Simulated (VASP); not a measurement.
A run of VASP 6.6.1 is set up as follows.

INCAR

```
SYSTEM = Mg2Sn
  ALGO = Normal
  EDIFF = 1E-6
  ENCUT = 600
  GGA_COMPAT = .False.
  ISIF = 2
  ISMEAR = -1
  LASPH = .True.
  LCHARG = .False.
  LREAL = .False.
  LWAVE = .False.
  NBANDS = 16
  NELM = 120
  PREC = Accurate
  SIGMA = 0.1
```

Contents of KPOINTS:

```
k-points
0
Gamma
  12 12 12
  0 0 0
```

The input POSCAR:

```
Mg2Sn
1.0
    0.0000000000      3.3095158097      3.3095158097
    3.3095158097      0.0000000000      3.3095158097
    3.3095158097      3.3095158097      0.0000000000
Mg Sn
2 1
Direct
    0.2500000000      0.2500000000      0.2500000000
    0.7500000000      0.7500000000      0.7500000000
    0.0000000000      0.0000000000      0.0000000000
```

Potentials or basis: VASP PAW LDA potentials, release 64 (Mg, Sn_d).

The run is started by

```console
$ cat potpaw_LDA.64/Mg/POTCAR potpaw_LDA.64/Sn_d/POTCAR > POTCAR
$ mpirun -np 1 vasp_std > vasp.out
```

Q: Estimate the pressure.

A: 0.7 GPa.

Q: What does it give for the band gap on the k mesh?

A: Zero (bands 9 and 10 overlap by 0.08 eV).

Caveat: spin-orbit coupling is left out, which moves the levels of the heavy elements.
